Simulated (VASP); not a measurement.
# C (P-3m1) in VASP: a series of runs

C is run at these levels: PBEsol; tasks: single point, relaxation of cell and atoms.

All numbers are computed with VASP 6.6.1; they aren't measurements. Logs are shortened: lines on timing, memory, paths and dates and some standing lists are left out, and cuts for length are marked.

**1. The cell of the first run**

It takes space group P-3m1 (No. 164, trigonal). Conventional cell: a = 2.509 Å, b = 2.509 Å, c = 16.473 Å, α = 90.00°, β = 90.00°, γ = 120.00°. Within 2.0 Å of C (site symmetry 3m) lie 4 C at 1.54 Å. C (site symmetry 3m) has 4 C at 1.54 Å within 2.0 Å. Within 2.0 Å of C (site symmetry 3m) lie 4 C at 1.54 Å. Within 2.0 Å of C (site symmetry 3m) lie 4 C at 1.54 Å. Within 2.0 Å of C (site symmetry 3m) lie 4 C at 1.54 Å. Within 2.0 Å of C (site symmetry 3m) lie 4 C at 1.54 Å. C (site symmetry 3m) has 4 C at 1.54 to 1.56 Å within 2.0 Å. Within 2.1 Å of C (site symmetry 3m) lie 4 C at 1.54 to 1.56 Å.

**2. Single point, PBEsol**

The input, INCAR:

```
  ALGO = Normal
  EDIFF = 1E-7
  ENCUT = 520
  GGA = PS
  ISIF = 2
  ISMEAR = 0
  LASPH = T
  LCHARG = F
  LREAL = Auto
  LWAVE = F
  NBANDS = 46
  NELM = 100
  PREC = Accurate
  SIGMA = 0.02
```

The input, KPOINTS:

```
k-points
0
Gamma
  12 12 2
```

The input, POSCAR:

```
C
1.0
    2.5092026052      0.0000000000      0.0000000000
   -1.2546013026      2.1730331993      0.0000000000
    0.0000000000      0.0000000000     16.4725541636
C
16
Direct
    0.0000000000      0.0000000000      0.0003763158
    0.0000000000      0.0000000000      0.0937963999
    0.3333333333      0.6666666667      0.1249536001
    0.3333333333      0.6666666667      0.2183736842
    0.6666666667      0.3333333333      0.2495324898
    0.6666666667      0.3333333333      0.3429437926
    0.0000000000      0.0000000000      0.3741141617
    0.0000000000      0.0000000000      0.4674495836
    0.3333333333      0.6666666667      0.4988570130
    0.3333333333      0.6666666667      0.5935608774
    0.0000000000      0.0000000000      0.6251891226
    0.0000000000      0.0000000000      0.7198929870
    0.3333333333      0.6666666667      0.7513004164
    0.3333333333      0.6666666667      0.8446358383
    0.6666666667      0.3333333333      0.8758062074
    0.6666666667      0.3333333333      0.9692175102
```

Potentials or basis: VASP PAW PBE potentials, release 64 (C).

The run is started by

```sh
$ cat potpaw_PBE.64/C/POTCAR > POTCAR
$ mpirun -np 1 vasp_std > vasp.out
```

OUTCAR:

```text
EDIFF = 1E-7
   ENCUT = 520
   GGA = PS
   ISIF = 2
   ISMEAR = 0
   LASPH = T
   LREAL = Auto
   NELM = 100
   PREC = Accurate

 ion  position               nearest neighbor table
   1  0.000  0.000  0.000-  16 1.54  16 1.54  16 1.54   2 1.54
   2  0.000  0.000  0.094-   3 1.54   3 1.54   3 1.54   1 1.54
   3  0.333  0.667  0.125-   2 1.54   2 1.54   2 1.54   4 1.54
   4  0.333  0.667  0.218-   5 1.54   5 1.54   5 1.54   3 1.54
   5  0.667  0.333  0.250-   4 1.54   4 1.54   4 1.54   6 1.54
   6  0.667  0.333  0.343-   7 1.54   7 1.54   7 1.54   5 1.54
[... 8 lines left out ...]
  15  0.667  0.333  0.876-  14 1.54  14 1.54  14 1.54  16 1.54
  16  0.667  0.333  0.969-   1 1.54   1 1.54   1 1.54  15 1.54

  LATTYP: Found a hexagonal cell.
 ALAT       =     2.5092026052
 C/A-ratio  =     6.5648561537

  Lattice vectors:

 A1 = (   2.5092026052,   0.0000000000,   0.0000000000)
 A2 = (  -1.2546013026,   2.1730331993,   0.0000000000)
 A3 = (   0.0000000000,   0.0000000000,  16.4725541636)

Analysis of symmetry for initial positions (statically):
=====================================================================
 Subroutine PRICEL returns:
 Original cell was already a primitive cell.

 Routine SETGRP: Setting up the symmetry group for a
 hexagonal supercell.

 Subroutine GETGRP returns: Found 12 space group operations
 (whereof  6 operations were pure point group operations)
 out of a pool of 24 trial point group operations.

The static configuration has the point symmetry C_3v.
 The point group associated with its full space group is D_3d.

Analysis of symmetry for dynamics (positions and initial velocities):
=====================================================================
 Subroutine PRICEL returns:
 Original cell was already a primitive cell.

 Routine SETGRP: Setting up the symmetry group for a
 hexagonal supercell.

 Subroutine GETGRP returns: Found 12 space group operations
 (whereof  6 operations were pure point group operations)
 out of a pool of 24 trial point group operations.

The dynamic configuration has the point symmetry C_3v.
 The point group associated with its full space group is D_3d.

 Subroutine INISYM returns: Found 12 space group operations
 (whereof  6 operations are pure point group operations),
 and found     1 'primitive' translations

----------------------------------------------------------------------------------------

                                     Primitive cell

  volume of cell :      89.8179

  direct lattice vectors                    reciprocal lattice vectors
     2.509202605  0.000000000  0.000000000     0.398532983  0.230093125  0.000000000
    -1.254601303  2.173033199  0.000000000     0.000000000  0.460186250  0.000000000
     0.000000000  0.000000000 16.472554164     0.000000000  0.000000000  0.060707040

  length of vectors
     2.509202605  2.509202605 16.472554164     0.460186250  0.460186250  0.060707040

  position of ions in fractional coordinates (direct lattice)
     0.000000000  0.000000000  0.000376316
     0.000000000  0.000000000  0.093796400
     0.333333333  0.666666667  0.124953600
     0.333333333  0.666666667  0.218373684
     0.666666667  0.333333333  0.249532490
     0.666666667  0.333333333  0.342943793
[... 8 lines left out ...]
     0.666666667  0.333333333  0.875806207
     0.666666667  0.333333333  0.969217510

  ion indices of the primitive-cell ions
   primitive index   ion index
                 1           1
                 2           2
                 3           3
                 4           4
                 5           5
                 6           6
[... 8 lines left out ...]
                15          15
                16          16

----------------------------------------------------------------------------------------

 KPOINTS: k-points

Automatic generation of k-mesh.
 Grid dimensions read from file:
 generate k-points for:   12   12    2

 Generating k-lattice:

  Cartesian coordinates                     Fractional coordinates (reciprocal lattice)
     0.033211082  0.019174427  0.000000000     0.083333333  0.000000000  0.000000000
     0.000000000  0.038348854  0.000000000     0.000000000  0.083333333  0.000000000
     0.000000000  0.000000000  0.030353520     0.000000000  0.000000000  0.500000000

  Length of vectors
     0.038348854  0.038348854  0.030353520

  Shift w.r.t. Gamma in fractional coordinates (k-lattice)
     0.000000000  0.000000000  0.000000000

 Subroutine IBZKPT returns following result:
 ===========================================

 Found     38 irreducible k-points:

 Following reciprocal coordinates:
            Coordinates               Weight
  0.000000  0.000000  0.000000      1.000000
  0.083333  0.000000  0.000000      6.000000
  0.166667  0.000000  0.000000      6.000000
  0.250000  0.000000  0.000000      6.000000
  0.333333  0.000000  0.000000      6.000000
  0.416667  0.000000  0.000000      6.000000
[... 16 lines left out ...]
  0.250000  0.000000  0.500000      6.000000
  0.333333  0.000000  0.500000      6.000000
 [... further k-points ...]
   k-points           NKPTS =     38   k-points in BZ     NKDIM =     38   number of bands    NBANDS=     46
   number of dos      NEDOS =    301   number of ions     NIONS =     16
   total plane-waves  NPLWV =  50400
   dimension x,y,z NGX =    20 NGY =   20 NGZ =  126
   dimension x,y,z NGXF=    40 NGYF=   40 NGZF=  252
   ions per type =              16
   NGX,Y,Z   is equivalent  to a cutoff of  13.25, 13.25, 12.72 a.u.
   NGXF,Y,Z  is equivalent  to a cutoff of  26.50, 26.50, 25.43 a.u.
 SYSTEM =  unknown system
   PREC   = accura    normal or accurate (medium, high low for compatibility)
   ISTART =      0    job   : 0-new  1-cont  2-samecut
   ICHARG =      2    charge: 1-file 2-atom 10-const
   ISPIN  =      1    spin polarized calculation?
   LNONCOLLINEAR =      F non collinear calculations
   LSORBIT =      F    spin-orbit coupling
   LASPH  =      T    aspherical Exc in radial PAW
   ENCUT  =  520.0 eV  38.22 Ry    6.18 a.u.   4.67  4.67 30.63*2*pi/ulx,y,z
   NELM   =    100;   NELMIN=  2; NELMDL= -5     # of ELM steps
   EDIFF  = 0.1E-06   stopping-criterion for ELM
   LREAL  =      T    real-space projection
   EDIFFG = 0.1E-05   stopping-criterion for IOM
   NSW    =      0    number of steps for IOM
   IBRION =     -1    ionic relax: 0-MD 1-quasi-New 2-CG
   NFREE  =      0    steps in history (QN), initial steepest desc. (CG)
   ISIF   =      2    stress and relaxation
   ISYM   =      2    0-nonsym 1-usesym 2-fastsym
   POTIM  = 0.5000    time-step for ionic-motion
   TEBEG  =    0.0;   TEEND  =   0.0 temperature during run
   PSTRESS=    0.0 pullay stress
   NELECT =      64.0000    total number of electrons
   NUPDOWN=      -1.0000    fix difference up-down
   EMIN   =  10.00;   EMAX   =-10.00  energy-range for DOS
   EFERMI =   0.00;   METHOD = LEGACY
   ISMEAR =     0;   SIGMA  =   0.02  broadening in eV -4-tet -1-fermi 0-gaus
   EFERMI_NEDOS =   21; number of points for ismear=-14 and -15
   IALGO  =     38    algorithm
   IMIX   =      4    mixing-type and parameters
     AMIX     =   0.40;   BMIX     =  1.00
     AMIX_MAG =   1.60;   BMIX_MAG =  1.00
  volume/ion in A,a.u.               =       5.61        37.88
  Fermi-wavevector in a.u.,A,eV,Ry     =   1.462224  2.763202 29.090590  2.138098
  Thomas-Fermi vector in A             =   2.578462
   LORBIT       =      0    0 simple, 1 ext, 2 COOP (PROOUT), +10 PAW based schemes
   GGA     = PS    functional components
   LHFCALC =     F    Hartree Fock is set to
   AEXX    =    0.0000 exact exchange contribution
   IVDW    =     0    specifies the selected vdW correction
   LEPSILON=     F    determine dielectric tensor
   LRPA    =     F    only Hartree local field effects (RPA)
 non-spin polarized calculation
 Gauss-broadening in eV      SIGMA  =   0.02
  energy-cutoff  :      520.00
  volume of cell :       89.82
 maximum number of plane-waves:      2462
 NGX is ok and might be reduce to    20
   NGX =  9   NGY =  9   NGZ = 61

 number of electron      64.0000002 magnetization

 Free energy of the ion-electron system (eV)
  ---------------------------------------------------
  ext. energy  EPLUGINS =         0.00000000
  ---------------------------------------------------
  free energy    TOTEN  =      -153.92134092 eV

  energy without entropy =     -153.92134092  energy(sigma->0) =     -153.92134092

 E-fermi :  10.0783     XC(G=0): -13.4824

 val. band max:        9.9429446198   @ k =   0.0000   0.0000   0.0000
 cond. band min:      14.1132625656   @ k =   0.3333   0.0000   0.5000
 fundamental gap:      4.1703179458
 Fermi energy:        10.0783433840

 k-point     1 :       0.0000    0.0000    0.0000
  band No.  band energies     occupation
      1     -11.8127      2.00000
      2     -11.3970      2.00000
      3     -11.3499      2.00000
      4     -10.0865      2.00000
      5     -10.0845      2.00000
      6      -8.0210      2.00000
[... 36 lines left out ...]
     43      17.5795      0.00000
     44      17.5835      0.00000

 k-point     2 :       0.0833    0.0000    0.0000
  band No.  band energies     occupation
      1     -11.6395      2.00000
      2     -11.2245      2.00000
      3     -11.1776      2.00000
      4      -9.9163      2.00000
      5      -9.9143      2.00000
      6      -7.8560      2.00000
[... 36 lines left out ...]
     43      17.4487      0.00000
     44      17.7132      0.00000

 k-point     3 :       0.1667    0.0000    0.0000
  band No.  band energies     occupation
      1     -11.1218      2.00000
      2     -10.7086      2.00000
      3     -10.6625      2.00000
      4      -9.4084      2.00000
      5      -9.4057      2.00000
      6      -7.3640      2.00000
[... 36 lines left out ...]
     43      18.1357      0.00000
     44      18.4006      0.00000

 k-point     4 :       0.2500    0.0000    0.0000
  band No.  band energies     occupation
      1     -10.2657      2.00000
      2      -9.8556      2.00000
      3      -9.8113      2.00000
      4      -8.5725      2.00000
      5      -8.5642      2.00000
      6      -6.5583      2.00000
[... 882 lines left out ...]
     43      17.9851      0.00000
     44      18.3393      0.00000

 k-point    23 :       0.2500    0.0000    0.5000
  band No.  band energies     occupation
      1     -10.1836      2.00000
      2     -10.1289      2.00000
      3      -9.3150      2.00000
      4      -9.2910      2.00000
      5      -7.6498      2.00000
      6      -7.6299      2.00000
[... 36 lines left out ...]
     43      18.4803      0.00000
     44      18.8513      0.00000

 k-point    24 :       0.3333    0.0000    0.5000
  band No.  band energies     occupation
      1      -9.0020      2.00000
      2      -8.9520      2.00000
      3      -8.1527      2.00000
      4      -8.1249      2.00000
      5      -6.5412      2.00000
      6      -6.4866      2.00000
[... 36 lines left out ...]
     43      18.2431      0.00000
     44      18.5849      0.00000

 [... further k-points ...]

 [bands above 44 left out]

------------------------ aborting loop because EDIFF is reached ----------------------------------------

  FORCE on cell =-STRESS in cart. coord.  units (eV):
  Direction    XX          YY          ZZ          XY          YZ          ZX
  --------------------------------------------------------------------------------------
  -------------------------------------------------------------------------------------
  Total        0.6719571      0.6719571      0.6142200      0.0000000      0.0000000      0.0000000
  in kB       11.9864098     11.9864098     10.9564906      0.0000000      0.0000000      0.0000000
  external PRESSURE =      11.6431034 kB  Pullay stress =       0.0000000 kB

 VOLUME and BASIS-vectors are now :
 -----------------------------------------------------------------------------
  energy-cutoff  :      520.00
  volume of cell :       89.82
      direct lattice vectors                 reciprocal lattice vectors
     2.509202605  0.000000000  0.000000000     0.398532983  0.230093125  0.000000000
    -1.254601303  2.173033199  0.000000000     0.000000000  0.460186250  0.000000000
     0.000000000  0.000000000 16.472554164     0.000000000  0.000000000  0.060707040

 POSITION                                       TOTAL-FORCE (eV/Angst)
 -----------------------------------------------------------------------------------
      0.00000      0.00000      0.00620         0.000000     -0.000000      0.005182
      0.00000      0.00000      1.54507        -0.000000      0.000000      0.013454
     -0.00000      1.44869      2.05830        -0.000000     -0.000000     -0.013454
     -0.00000      1.44869      3.59717        -0.000000      0.000000     -0.005182
      1.25460      0.72434      4.11044        -0.000000     -0.000000     -0.000506
      1.25460      0.72434      5.64916        -0.000000     -0.000000      0.002184
[... 8 lines left out ...]
      1.25460      0.72434     14.42677         0.000000      0.000000     -0.002184
      1.25460      0.72434     15.96549         0.000000     -0.000000      0.000506
 -----------------------------------------------------------------------------------
    total drift:                                0.000000     -0.000000      0.000008

  FREE ENERGIE OF THE ION-ELECTRON SYSTEM (eV)
  ---------------------------------------------------
  free  energy   TOTEN  =      -153.9213409190 eV

  energy  without entropy=     -153.9213409190  energy(sigma->0) =     -153.92134092
```

It took 3.1 min on 1 thread of Intel Xeon 6975P-C (Granite Rapids), shared host; peak memory 0.25 GiB.

What came out:

```
Free energy            : -153.9213 eV
Pressure               : 1.2 GPa
Largest force          : 0.013 eV/Å
Band gap on the k mesh : 4.17 eV, indirect (least direct gap 5.35 eV)
```

Forces in eV/Å, atoms in the order of the input:
```
C    0.000  0.000  0.005
C    0.000  0.000  0.013
C    0.000  0.000 -0.013
C    0.000  0.000 -0.005
C    0.000  0.000 -0.001
C    0.000  0.000  0.002
C    0.000  0.000  0.007
C    0.000  0.000 -0.003
C    0.000  0.000 -0.006
C    0.000  0.000 -0.011
C    0.000  0.000  0.011
C    0.000  0.000  0.006
C    0.000  0.000  0.003
C    0.000  0.000 -0.007
C    0.000  0.000 -0.002
C    0.000  0.000  0.001
```

Levels at points of the mesh, in eV from the valence-band top:
```
           k point  band 28  band 29  band 30  band 31  band 32  band 33  band 34  band 35  band 36  band 37
(0.00, 0.00, 0.00)    -0.65    -0.65    -0.13     0.00     0.00     5.35     5.35     5.49     6.16     6.16
(0.50, 0.00, 0.00)    -3.86    -3.67    -3.65    -3.31    -2.94     4.51     4.77     4.83     5.17     5.90
(0.00, 0.00, 0.50)    -0.84    -0.26    -0.26    -0.14    -0.14     5.49     5.49     5.75     5.75     5.90
(0.50, 0.00, 0.50)    -4.33    -4.20    -3.16    -3.15    -3.13     4.55     4.63     4.87     5.28     5.29
```

Caveat: the PAW data sets were made with another functional, which shifts forces and pressure a little. A k mesh can miss the band edges.

(Continued in part 2 of 2.)
